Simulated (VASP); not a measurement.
A run of VASP 6.6.1:

Contents of POSCAR:

```
Ge
1.0
    0.0000000000      2.8290000000      2.8290000000
    2.8290000000      0.0000000000      2.8290000000
    2.8290000000      2.8290000000      0.0000000000
Ge
2
Direct
    0.0000000000      0.0000000000      0.0000000000
    0.2500000000      0.2500000000      0.2500000000
```

Contents of INCAR.step1:

```
PREC = Accurate
ENCUT = 520
ISMEAR = 0
SIGMA = 0.03
LREAL = False
LASPH = True
NELM = 60
NBANDS = 21
GGA = PE
ALGO = Normal
EDIFF = 1E-4
LWAVE = True
LCHARG = False
```

File INCAR.step2:

```
PREC = Accurate
ENCUT = 520
EDIFF = 1E-7
ISMEAR = 0
SIGMA = 0.03
LREAL = False
LASPH = True
NELM = 60
ALGO = Normal
ISIF = 2
LWAVE = False
LCHARG = False
METAGGA = R2SCAN
LMIXTAU = True
NBANDS = 21
ISTART = 1
```

The input KPOINTS:

```
Automatic mesh
0
Gamma
  10 10 10
```

Potentials or basis: VASP PAW PBE potentials, release 64 (Ge_d).

The run is started by

```bash
$ cat potpaw_PBE.64/Ge_d/POTCAR > POTCAR
$ cp INCAR.step1 INCAR
$ mpirun -np 1 vasp_std > vasp.out
$ cp INCAR.step2 INCAR
$ mpirun -np 1 vasp_std > vasp.out
```

Hardware: 1 thread of AMD EPYC 7R13 (shared host).

Q: Estimate the wall time of this run.

A: It took 5.4 min on 1 thread of AMD EPYC 7R13, with other jobs on the host, peak memory 0.16 GiB. Counts: k points 47.
